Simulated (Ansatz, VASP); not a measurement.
# One calculation of Bi, two programs

Contents of INCAR:

```
SYSTEM = Bi
ALGO = Normal
EDIFF = 1E-6
ENCUT = 500
GGA = PS
GGA_COMPAT = .FALSE.
ISIF = 2
ISMEAR = 0
LASPH = .TRUE.
LCHARG = .TRUE.
LELF = .TRUE.
LREAL = .FALSE.
LVHAR = .TRUE.
LWAVE = .FALSE.
NBANDS = 14
NELM = 120
PREC = Accurate
SIGMA = 0.1
```

KPOINTS

```
k-points
0
G
  16 16 16
  0 0 0
```

File POSCAR:

```
Bi
1.0
   -1.8958129168      1.8958129168      1.8958129168
    1.8958129168     -1.8958129168      1.8958129168
    1.8958129168      1.8958129168     -1.8958129168
Bi
1
Direct
    0.0000000000      0.0000000000      0.0000000000
```

Input for Ansatz:

```yaml
crystal:
  lattice:
    - [-1.8958129168, 1.8958129168, 1.8958129168]
    - [1.8958129168, -1.8958129168, 1.8958129168]
    - [1.8958129168, 1.8958129168, -1.8958129168]
  atoms:
    - { symbol: Bi, position: [0.0, 0.0, 0.0] }
basis:
  ecutwfc: 600.0
kpoints:
  mp_grid: { grid: [16, 16, 16] }
hamiltonian:
  xc: pbesol
scf:
  occupations: { method: gaussian, width: 0.1 }
output:
  forces: true
  stress: true
  eigenvalues: true
```

Alike in both runs: task single point; functional PBEsol; k mesh 16 × 16 × 16; occupations gaussian, width 0.1 eV; no spin polarisation.

|  | VASP | Ansatz |
| --- | --- | --- |
| version | VASP 6.6.1 | Ansatz 0.2.0 |
| potentials or method | VASP PAW PBE potentials, release 64 (Bi_d), cutoff 500 eV | scalar-relativistic, plane waves, PAW |
| valence electrons in the cell | 15 | 15 |

```csv
,VASP,Ansatz,Ansatz less VASP
gap on the k mesh at the Fermi level (eV),none,none,-
pressure (GPa),7.1,7.1,+0.02
```

VASP's potentials were made for PBE, not for PBEsol. A gap of «none» marks a metal or a gap that the smearing closes.

Neither program's run includes spin-orbit coupling.
